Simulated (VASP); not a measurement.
Set up this calculation in VASP 6.6.1, as the native input.

| Item | Value |
| --- | --- |
| Task | single point |
| Functional | PBE |
| Potentials or basis | VASP PAW PBE potentials, release 64 (Na_pv, F) |
| Cutoff | 600 eV |
| k mesh | 7 × 7 × 7 |
| Occupations | methfessel-paxton, width 0.05 eV |
| Spin | no spin polarisation |
| Dipole correction | no |
| Further INCAR settings | ALGO = Normal; EDIFF = 1e-06; NBANDS = 14 |

The structure of NaF lies in POSCAR:

```
NaF
1.0
    0.0000000000      2.3136160000      2.3136160000
    2.3136160000      0.0000000000      2.3136160000
    2.3136160000      2.3136160000      0.0000000000
Na F
1 1
Direct
    0.0000000000      0.0000000000      0.0000000000
    0.5000000000      0.5000000000      0.5000000000
```

These files were run (other wordings do the same):

INCAR

```
PREC     = Accurate       # precision mode
ENCUT    = 600            # plane-wave cutoff, eV
EDIFF    = 1E-6           # SCF threshold, eV
ISMEAR   = 1              # smearing method
SIGMA    = 0.05           # smearing width, eV
LREAL    = False          # projectors in reciprocal space
LASPH    = True           # aspherical terms in the spheres
NELM     = 120            # most SCF steps
ALGO     = Normal         # electronic algorithm
ISIF     = 2              # what is computed and relaxed
LWAVE    = False          # write WAVECAR
LCHARG   = False          # write CHGCAR
GGA      = PE             # functional
NBANDS   = 14             # bands
GGA_COMPAT= False
```

KPOINTS

```
Automatic mesh
0
Gamma
  7 7 7
```

Potentials or basis: VASP PAW PBE potentials, release 64 (Na_pv, F).

Run with:

```sh
$ cat potpaw_PBE.64/Na_pv/POTCAR potpaw_PBE.64/F/POTCAR > POTCAR
$ mpirun -np 1 vasp_std > vasp.out
```

Results of the run:

```json
{
  "Pressure": "2.1 GPa",
  "Band gap on the k mesh": "6.33 eV, direct"
}
```

It took 10 s on 1 thread of Intel(R) Xeon(R) Platinum 8488C (Sapphire Rapids), with other jobs on the host, peak memory 0.14 GiB.
